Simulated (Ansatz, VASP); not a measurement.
MgO: VASP beside Ansatz

```xyz
12
Lattice="5.5231 0.0000 0.0000 0.0000 5.5231 0.0000 0.0000 0.0000 5.5231" Properties=species:S:1:pos:R:3 pbc="T T T"
Mg    1.3808   -0.0140    2.7615
Mg    0.0000    2.7756    1.3808
Mg    2.7615    4.1423    0.0000
Mg    4.1423   -0.0140    2.7615
Mg    0.0000    2.7756    4.1423
Mg    2.7615    1.3808    0.0000
O     1.3808    2.8127    0.0000
O     2.7615   -0.0512    1.3808
O     0.0000    4.1423    2.7615
O     4.1423    2.8127    0.0000
O     2.7615   -0.0512    4.1423
O     0.0000    1.3808    2.7615
```

Change from the starting cell: mode 14 frozen in at -0.029 Å and mode 24 at +0.029 Å (largest displacements).

Alike in both runs: task single point; functional LDA; k mesh 4 × 4 × 4; occupations gaussian, width 0.05 eV; no spin polarisation.

|  | VASP | Ansatz |
| --- | --- | --- |
| version | VASP 6.6.1 | Ansatz 0.2.0 |
| potentials or method | VASP PAW LDA potentials, release 64 (Mg, O), cutoff 520 eV | scalar-relativistic, plane waves, PAW |
| valence electrons in the cell | 48 | 96 |

```csv
,VASP,Ansatz,Ansatz less VASP
gap on the k mesh at the Fermi level (eV),2.85,2.86,+0.009
least direct gap on the mesh (eV),2.85,2.86,+0.009
pressure (GPa),-0.6,0.1,+0.72
rms of the force components (eV/Å),0.215,0.210,-0.0053
```

Ansatz warns that its potentials were made for another functional, while VASP's fit it. LDA's correlation is that of Perdew and Zunger in VASP and of Perdew and Wang (1992) in Ansatz. Atom by atom the forces differ by 0.005 eV/Å (rms over components). VASP's potentials hold 48 valence electrons a cell and Ansatz's 96, so a difference there can come from the potentials and not from the codes.
